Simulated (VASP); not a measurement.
# Ge (C2/c) in VASP: a series of runs

Runs on Ge. Level: PBE. Tasks: single point.

Everything below comes from runs of VASP 6.6.1. Logs are shortened: lines on timing, memory, paths and dates and some standing lists are left out, and cuts for length are marked.

## Step 1: The cell of the first run

The structure is monoclinic, space group C2/c (No. 15). The conventional cell has a = 2.821 Å, b = 7.230 Å, c = 3.896 Å, α = 90.00°, β = 111.06°, γ = 90.00°. Within 3.5 Å of Ge (site symmetry 2) lie 10 Ge at 2.66 to 3.33 Å.

## Step 2: Single point, PBE (18.54 Å³/atom)

INCAR reads:

```
SYSTEM = Ge
PREC = Accurate
ENCUT = 520
EDIFF = 1E-6
ISMEAR = -1
SIGMA = 0.1
LREAL = .FALSE.
LASPH = .TRUE.
NELM = 80
ALGO = Normal
ISIF = 2
LWAVE = .FALSE.
LCHARG = .FALSE.
GGA = PE
NBANDS = 21
```

KPOINTS reads:

```
regular mesh
0
G
  14 14 10
  0 0 0
```

POSCAR reads:

```
Ge
1.0
   -2.5545980966      2.5574780909      1.4106498979
    2.5574780909     -2.5545980966      1.4106498979
    2.5693377435      2.5693377435     -1.4053751830
Ge
2
Direct
    0.9999201564      0.0000798436      0.0000000000
    0.7500798436      0.2499201564      0.5000000000
```

Potentials or basis: VASP PAW PBE potentials, release 64 (Ge_d).

Started as:

```console
$ cat potpaw_PBE.64/Ge_d/POTCAR > POTCAR
$ mpirun -np 1 vasp_std > vasp.out
```

OUTCAR:

```text
SYSTEM = Ge
   PREC = Accurate
   ENCUT = 520
   EDIFF = 1E-6
   ISMEAR = -1
   LREAL = .FALSE.
   LASPH = .TRUE.
   NELM = 80
   ISIF = 2
   GGA = PE

 ion  position               nearest neighbor table
   1  1.000  0.000  0.000-   2 2.66   2 2.66   2 2.66   2 2.66
   2  0.750  0.250  0.500-   1 2.66   1 2.66   1 2.66   1 2.66

  LATTYP: Found a base centered monoclinic cell.
 ALAT       =     2.8213027357
 B/A-ratio  =     2.5624926332
 C/A-ratio  =     1.3808885178
 COS(beta)  =    -0.3593846112

  Lattice vectors:

 A1 = (  -2.5545980966,   2.5574780909,   1.4106498979)
 A2 = (   2.5574780909,  -2.5545980966,   1.4106498979)
 A3 = (   2.5693377435,   2.5693377435,  -1.4053751830)

Analysis of symmetry for initial positions (statically):
=====================================================================
 Subroutine PRICEL returns:
 Original cell was already a primitive cell.

 Routine SETGRP: Setting up the symmetry group for a
 base centered monoclinic supercell.

 Subroutine GETGRP returns: Found  4 space group operations
 (whereof  2 operations were pure point group operations)
 out of a pool of  4 trial point group operations.

The static configuration has the point symmetry C_2 .
 The point group associated with its full space group is C_2h.

Analysis of symmetry for dynamics (positions and initial velocities):
=====================================================================
 Subroutine PRICEL returns:
 Original cell was already a primitive cell.

 Routine SETGRP: Setting up the symmetry group for a
 base centered monoclinic supercell.

 Subroutine GETGRP returns: Found  4 space group operations
 (whereof  2 operations were pure point group operations)
 out of a pool of  4 trial point group operations.

The dynamic configuration has the point symmetry C_2 .
 The point group associated with its full space group is C_2h.

 Subroutine INISYM returns: Found  4 space group operations
 (whereof  2 operations are pure point group operations),
 and found     1 'primitive' translations

----------------------------------------------------------------------------------------

                                     Primitive cell

  volume of cell :      37.0775

  direct lattice vectors                    reciprocal lattice vectors
    -2.554598097  2.557478091  1.410649898    -0.000924207  0.194691031  0.354248759
     2.557478091 -2.554598097  1.410649898     0.194691031 -0.000924207  0.354248759
     2.569337744  2.569337744 -1.405375183     0.194494078  0.194494078 -0.000397081

  length of vectors
     3.880283334  3.880283334  3.895904553     0.404224734  0.404224734  0.275056450

  position of ions in fractional coordinates (direct lattice)
     0.999920156  0.000079844  1.000000000
     0.750079844  0.249920156  0.500000000

  ion indices of the primitive-cell ions
   primitive index   ion index
                 1           1
                 2           2

----------------------------------------------------------------------------------------

 KPOINTS: regular mesh

Automatic generation of k-mesh.
 Grid dimensions read from file:
 generate k-points for:   14   14   10

 Generating k-lattice:

  Cartesian coordinates                     Fractional coordinates (reciprocal lattice)
    -0.000066015  0.013906502  0.025303483     0.071428571 -0.000000000  0.000000000
     0.013906502 -0.000066015  0.025303483    -0.000000000  0.071428571  0.000000000
     0.019449408  0.019449408 -0.000039708    -0.000000000 -0.000000000  0.100000000

  Length of vectors
     0.028873195  0.028873195  0.027505645

  Shift w.r.t. Gamma in fractional coordinates (k-lattice)
     0.000000000  0.000000000  0.000000000

 Subroutine IBZKPT returns following result:
 ===========================================

 Found    534 irreducible k-points:

 Following reciprocal coordinates:
            Coordinates               Weight
  0.000000  0.000000  0.000000      1.000000
  0.071429  0.000000  0.000000      4.000000
  0.142857  0.000000  0.000000      4.000000
  0.214286  0.000000  0.000000      4.000000
  0.285714  0.000000  0.000000      4.000000
  0.357143  0.000000  0.000000      4.000000
[... 16 lines left out ...]
  0.214286  0.142857  0.000000      4.000000
  0.285714  0.142857  0.000000      4.000000
 [... further k-points ...]
   k-points           NKPTS =    534   k-points in BZ     NKDIM =    534   number of bands    NBANDS=     21
   number of dos      NEDOS =    301   number of ions     NIONS =      2
   total plane-waves  NPLWV =  27000
   dimension x,y,z NGX =    30 NGY =   30 NGZ =   30
   dimension x,y,z NGXF=    60 NGYF=   60 NGZF=   60
   ions per type =               2
   NGX,Y,Z   is equivalent  to a cutoff of  12.85, 12.85, 12.80 a.u.
   NGXF,Y,Z  is equivalent  to a cutoff of  25.71, 25.71, 25.60 a.u.
 SYSTEM =  Ge
   PREC   = accura    normal or accurate (medium, high low for compatibility)
   ISTART =      0    job   : 0-new  1-cont  2-samecut
   ICHARG =      2    charge: 1-file 2-atom 10-const
   ISPIN  =      1    spin polarized calculation?
   LNONCOLLINEAR =      F non collinear calculations
   LSORBIT =      F    spin-orbit coupling
   LASPH  =      T    aspherical Exc in radial PAW
   ENCUT  =  520.0 eV  38.22 Ry    6.18 a.u.   7.21  7.21  7.24*2*pi/ulx,y,z
   NELM   =     80;   NELMIN=  2; NELMDL= -5     # of ELM steps
   EDIFF  = 0.1E-05   stopping-criterion for ELM
   LREAL  =      F    real-space projection
   EDIFFG = 0.1E-04   stopping-criterion for IOM
   NSW    =      0    number of steps for IOM
   IBRION =     -1    ionic relax: 0-MD 1-quasi-New 2-CG
   NFREE  =      0    steps in history (QN), initial steepest desc. (CG)
   ISIF   =      2    stress and relaxation
   ISYM   =      2    0-nonsym 1-usesym 2-fastsym
   POTIM  = 0.5000    time-step for ionic-motion
   TEBEG  =    0.0;   TEEND  =   0.0 temperature during run
   PSTRESS=    0.0 pullay stress
   NELECT =      28.0000    total number of electrons
   NUPDOWN=      -1.0000    fix difference up-down
   EMIN   =  10.00;   EMAX   =-10.00  energy-range for DOS
   EFERMI =   0.00;   METHOD = LEGACY
   ISMEAR =    -1;   SIGMA  =   0.10  broadening in eV -4-tet -1-fermi 0-gaus
   EFERMI_NEDOS =   21; number of points for ismear=-14 and -15
   IALGO  =     38    algorithm
   IMIX   =      4    mixing-type and parameters
     AMIX     =   0.40;   BMIX     =  1.00
     AMIX_MAG =   1.60;   BMIX_MAG =  1.00
  volume/ion in A,a.u.               =      18.54       125.11
  Fermi-wavevector in a.u.,A,eV,Ry     =   1.490816  2.817234 30.239398  2.222533
  Thomas-Fermi vector in A             =   2.603550
   LORBIT       =      0    0 simple, 1 ext, 2 COOP (PROOUT), +10 PAW based schemes
   GGA     = PE    functional components
   LHFCALC =     F    Hartree Fock is set to
   AEXX    =    0.0000 exact exchange contribution
   IVDW    =     0    specifies the selected vdW correction
   LEPSILON=     F    determine dielectric tensor
   LRPA    =     F    only Hartree local field effects (RPA)
 non-spin polarized calculation
  energy-cutoff  :      520.00
  volume of cell :       37.08
 maximum number of plane-waves:      1016
 NGX is ok and might be reduce to    30
   NGX = 15   NGY = 15   NGZ = 15

 number of electron      28.0000019 magnetization

 Free energy of the ion-electron system (eV)
  ---------------------------------------------------
  ext. energy  EPLUGINS =         0.00000000
  ---------------------------------------------------
  free energy    TOTEN  =        -8.57092797 eV

  energy without entropy =       -8.54428422  energy(sigma->0) =       -8.55760610

 E-fermi :   6.7714     XC(G=0): -11.3160

 val. band max:        6.7662313824   @ k =  -0.2143   0.1429   0.1000
 cond. band min:       6.7798251561   @ k =  -0.3571   0.2143   0.3000
 fundamental gap:      0.0135937737
 Fermi energy:         6.7713722619

 k-point     1 :       0.0000    0.0000    0.0000
  band No.  band energies     occupation
      1     -17.9684      2.00000
      2     -17.9161      2.00000
      3     -17.8918      2.00000
      4     -17.8836      2.00000
      5     -17.7882      2.00000
      6     -17.7881      2.00000
[... 13 lines left out ...]
     20      18.5010      0.00000
     21      19.3843      0.00000

 k-point     2 :       0.0714    0.0000    0.0000
  band No.  band energies     occupation
      1     -17.9665      2.00000
      2     -17.9100      2.00000
      3     -17.8892      2.00000
      4     -17.8760      2.00000
      5     -17.7933      2.00000
      6     -17.7924      2.00000
[... 13 lines left out ...]
     20      18.4414      0.00000
     21      19.2465      0.00000

 k-point     3 :       0.1429    0.0000    0.0000
  band No.  band energies     occupation
      1     -17.9605      2.00000
      2     -17.8935      2.00000
      3     -17.8819      2.00000
      4     -17.8574      2.00000
      5     -17.8046      2.00000
      6     -17.7977      2.00000
[... 13 lines left out ...]
     20      17.2513      0.00000
     21      17.8496      0.00000

 k-point     4 :       0.2143    0.0000    0.0000
  band No.  band energies     occupation
      1     -17.9513      2.00000
      2     -17.8738      2.00000
      3     -17.8715      2.00000
      4     -17.8410      2.00000
      5     -17.8182      2.00000
      6     -17.7945      2.00000
[... 13 lines left out ...]
     20      16.0745      0.00000
     21      17.5367      0.00000

 k-point     5 :       0.2857    0.0000    0.0000
  band No.  band energies     occupation
      1     -17.9412      2.00000
      2     -17.8626      2.00000
      3     -17.8608      2.00000
      4     -17.8418      2.00000
      5     -17.8286      2.00000
      6     -17.8005      2.00000
[... 13 lines left out ...]
     20      15.2359      0.00000
     21      18.0102      0.00000

 k-point     6 :       0.3571    0.0000    0.0000
  band No.  band energies     occupation
      1     -17.9325      2.00000
      2     -17.8629      2.00000
      3     -17.8587      2.00000
      4     -17.8513      2.00000
      5     -17.8278      2.00000
      6     -17.8089      2.00000
[... 13 lines left out ...]
     20      15.5470      0.00000
     21      18.8596      0.00000

 k-point     7 :       0.4286    0.0000    0.0000
  band No.  band energies     occupation
      1     -17.9257      2.00000
      2     -17.8728      2.00000
      3     -17.8683      2.00000
      4     -17.8475      2.00000
      5     -17.8204      2.00000
      6     -17.8150      2.00000
[... 13 lines left out ...]
     20      17.5159      0.00000
     21      19.7305      0.00000
[... 291 lines left out ...]
      1     -17.9612      2.00000
      2     -17.9114      2.00000
      3     -17.8844      2.00000
      4     -17.8800      2.00000
      5     -17.7940      2.00000
      6     -17.7888      2.00000
[... 13 lines left out ...]
     20      18.6234      0.00000
     21      19.1647      0.00000

 k-point    21 :      -0.0714    0.0714    0.0000
  band No.  band energies     occupation
      1     -17.9657      2.00000
      2     -17.9168      2.00000
      3     -17.8893      2.00000
      4     -17.8854      2.00000
      5     -17.7893      2.00000
      6     -17.7865      2.00000
[... 13 lines left out ...]
     20      18.8847      0.00000
     21      19.2631      0.00000

 k-point    22 :       0.1429    0.1429    0.0000
  band No.  band energies     occupation
      1     -17.9478      2.00000
      2     -17.8660      2.00000
      3     -17.8603      2.00000
      4     -17.8294      2.00000
      5     -17.8172      2.00000
      6     -17.8110      2.00000
[... 13 lines left out ...]
     20      15.8112      0.00000
     21      16.5072      0.00000

 k-point    23 :       0.2143    0.1429    0.0000
  band No.  band energies     occupation
      1     -17.9408      2.00000
      2     -17.8658      2.00000
      3     -17.8562      2.00000
      4     -17.8311      2.00000
      5     -17.8261      2.00000
      6     -17.8170      2.00000
[... 13 lines left out ...]
     20      15.5366      0.00000
     21      16.9504      0.00000

 k-point    24 :       0.2857    0.1429    0.0000
  band No.  band energies     occupation
      1     -17.9352      2.00000
      2     -17.8731      2.00000
      3     -17.8492      2.00000
      4     -17.8455      2.00000
      5     -17.8236      2.00000
      6     -17.8184      2.00000
[... 13 lines left out ...]
     20      16.2649      0.00000
     21      17.9125      0.00000

 [... further k-points ...]

------------------------ aborting loop because EDIFF is reached ----------------------------------------

  FORCE on cell =-STRESS in cart. coord.  units (eV):
  Direction    XX          YY          ZZ          XY          YZ          ZX
  --------------------------------------------------------------------------------------
  -------------------------------------------------------------------------------------
  Total        0.6287712      0.6287712      0.7232748     -0.0935467     -0.0002319     -0.0002320
  in kB       27.1702147     27.1702147     31.2538636     -4.0423042     -0.0100228     -0.0100235
  external PRESSURE =      28.5314310 kB  Pullay stress =       0.0000000 kB

 VOLUME and BASIS-vectors are now :
 -----------------------------------------------------------------------------
  energy-cutoff  :      520.00
  volume of cell :       37.08
      direct lattice vectors                 reciprocal lattice vectors
    -2.554598097  2.557478091  1.410649898    -0.000924207  0.194691031  0.354248759
     2.557478091 -2.554598097  1.410649898     0.194691031 -0.000924207  0.354248759
     2.569337744  2.569337744 -1.405375183     0.194494078  0.194494078 -0.000397081

 POSITION                                       TOTAL-FORCE (eV/Angst)
 -----------------------------------------------------------------------------------
     -2.55419      2.55707      1.41065        -0.003082      0.003082      0.000000
      0.00768      2.56454      0.70796         0.003082     -0.003082     -0.000000
 -----------------------------------------------------------------------------------
    total drift:                                0.000000      0.000000      0.000000

  FREE ENERGIE OF THE ION-ELECTRON SYSTEM (eV)
  ---------------------------------------------------
  free  energy   TOTEN  =        -8.5709279719 eV

  energy  without entropy=       -8.5442842224  energy(sigma->0) =       -8.55760610
```

Wall time 4.5 min (1 thread of Oxide Virtual Turin-like, shared host); peak memory 0.39 GiB.

What came out:

```yaml
Free_energy: -8.5709 eV
Pressure: 2.9 GPa
Largest_force: 0.004 eV/Å
Band_gap_on_the_k_mesh: zero (bands 14 and 15 overlap by 5.24 eV)
```

Forces on the atoms (eV/Å):
```
Ge  -0.003  0.003  0.000
Ge   0.003 -0.003  0.000
```

## Step 3: Single point, PBE

This run uses another cell than the first one, of 19.31 Å³/atom.

INCAR reads:

```
SYSTEM = Ge
PREC = Accurate
ENCUT = 520
EDIFF = 1E-7
ISMEAR = -1
SIGMA = 0.1
LREAL = .False.
LASPH = .True.
NELM = 80
ALGO = Normal
ISIF = 2
LWAVE = .False.
LCHARG = .True.
GGA = PE
LELF = .True.
LVHAR = .True.
NBANDS = 21
```

KPOINTS reads:

```
Automatic mesh
0
Gamma
  20 20 14
  0 0 0
```

POSCAR reads:

```
Ge
1.0
   -2.5895969402      2.5925163914      1.4299762707
    2.5925163914     -2.5895969402      1.4299762707
    2.6045385251      2.6045385251     -1.4246292904
Ge
2
Direct
    0.9999201564      0.0000798436      0.0000000000
    0.7500798436      0.2499201564      0.5000000000
```

Potentials or basis: VASP PAW PBE potentials, release 64 (Ge_d).

Started as:

```console
$ cat potpaw_PBE.64/Ge_d/POTCAR > POTCAR
$ mpirun -np 1 vasp_std > vasp.out
```

Run time: 24 min. Hardware: 1 thread of Oxide Virtual Turin-like, shared host; peak memory 0.9 GiB.

The run converged. Its results:

```
Free energy            : -8.5879 eV
Pressure               : 0.0 GPa
Largest force          : 0.003 eV/Å
Band gap on the k mesh : zero (bands 14 and 15 overlap by 5.10 eV)
```

Forces in eV/Å, atoms in the order of the input:
```
Ge  -0.002  0.002  0.000
Ge   0.002 -0.002  0.000
```

Stress tensor (GPa, compression positive):
```
 0.03 -0.27 -0.07
-0.27  0.03 -0.07
-0.07 -0.07  0.10
```

Levels at points of the mesh, in eV from the Fermi level:
```
           k point  band 10  band 11  band 12  band 13  band 14  band 15  band 16  band 17  band 18  band 19
(0.00, 0.00, 0.00)   -24.42   -12.94    -4.03    -2.20    -2.10     3.45     7.44     7.47     7.61     7.79
(0.50, 0.00, 0.00)   -24.46    -8.05    -6.27    -2.63    -1.84    -1.31     2.55     3.49     5.34     8.74
(0.50, 0.50, 0.00)   -24.50   -10.26   -10.25     0.67     0.68     1.92     1.92     7.01     7.08    10.88
(0.00, 0.00, 0.50)   -24.50   -10.28   -10.28     0.74     0.74     2.01     2.01     7.07     7.07    10.94
(0.50, 0.00, 0.50)   -24.46    -8.02    -6.26    -2.65    -1.85    -1.33     2.53     3.43     5.34     8.76
(0.50, 0.50, 0.50)   -24.54    -8.67    -8.67    -5.61    -5.61     5.71     5.71    10.73    10.73    14.94
```
